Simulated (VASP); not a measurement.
Wanted: the native input for a VASP 6.6.1 run.

| Quantity | Value |
| --- | --- |
| Task | relaxation of cell and atoms |
| Functional | r2SCAN |
| Potentials or basis | VASP PAW PBE potentials, release 64 (Sn_d, O) |
| Cutoff | 600 eV |
| k mesh | 6 × 6 × 6 |
| Occupations | gaussian, width 0.1 eV |
| Spin | no spin polarisation |
| Dipole correction | no |
| Further INCAR settings | ALGO = Normal; EDIFF = 1e-06; IBRION = 2; EDIFFG = -0.05; NSW = 100; ISIF = 3 |

Crystal: SnO2.

```
CELL_PARAMETERS angstrom
0.00000 2.57415 2.57415
2.57415 0.00000 2.57415
2.57415 2.57415 0.00000
ATOMIC_POSITIONS crystal
Sn 0.00000 0.00000 0.00000
O 0.25000 0.25000 0.25000
O 0.75000 0.75000 0.75000
```

One way to write it, as run:

POSCAR

```
SnO2
1.0
    0.0000000000      2.5741500000      2.5741500000
    2.5741500000      0.0000000000      2.5741500000
    2.5741500000      2.5741500000      0.0000000000
Sn O
1 2
Direct
    0.0000000000      0.0000000000      0.0000000000
    0.2500000000      0.2500000000      0.2500000000
    0.7500000000      0.7500000000      0.7500000000
```

INCAR.step1

```
  PREC = Accurate
  ENCUT = 600
  ISMEAR = 0
  SIGMA = 0.1
  LREAL = False
  LASPH = True
  NELM = 100
  GGA = PE
  ALGO = Normal
  EDIFF = 1E-4
  LWAVE = True
  LCHARG = False
```

INCAR.step2

```
  PREC = Accurate
  ENCUT = 600
  EDIFF = 1E-6
  ISMEAR = 0
  SIGMA = 0.1
  LREAL = False
  LASPH = True
  NELM = 100
  ALGO = Normal
  ISIF = 3
  LWAVE = False
  LCHARG = False
  METAGGA = R2SCAN
  LMIXTAU = True
  IBRION = 2
  NSW = 100
  EDIFFG = -0.05
  ISTART = 1
```

KPOINTS

```
regular mesh
0
Gamma
  6 6 6
```

Potentials or basis: VASP PAW PBE potentials, release 64 (Sn_d, O).

Command:

```sh
$ cat potpaw_PBE.64/Sn_d/POTCAR potpaw_PBE.64/O/POTCAR > POTCAR
$ cp INCAR.step1 INCAR
$ mpirun -np 1 vasp_std > vasp.out
$ cp INCAR.step2 INCAR
$ mpirun -np 1 vasp_std > vasp.out
```

It gave:

```
Relaxed volume                        : 10.90 Å³/atom
Relaxed cell                          : a = 3.589 Å, b = 3.589 Å, c = 3.589 Å, α = 60.00°, β = 60.00°, γ = 60.00°
Space group after relaxing (to 0.1 Å) : Fm-3m (No. 225)
Energy gained by relaxing             : 13.7 meV/atom
Ionic steps                           : 3
Pressure after relaxing               : -0.1 GPa
Band gap on the k mesh                : 0.82 eV (least direct gap 2.23 eV)
```

Caveat: the PAW data sets were made with another functional, which shifts forces and pressure a little; spin-orbit coupling is left out, which moves the levels of the heavy elements.

Wall time 95 s on 1 thread of AMD EPYC 9R45 96-Core Processor (Zen 5), on a shared host, peak memory 0.16 GiB.
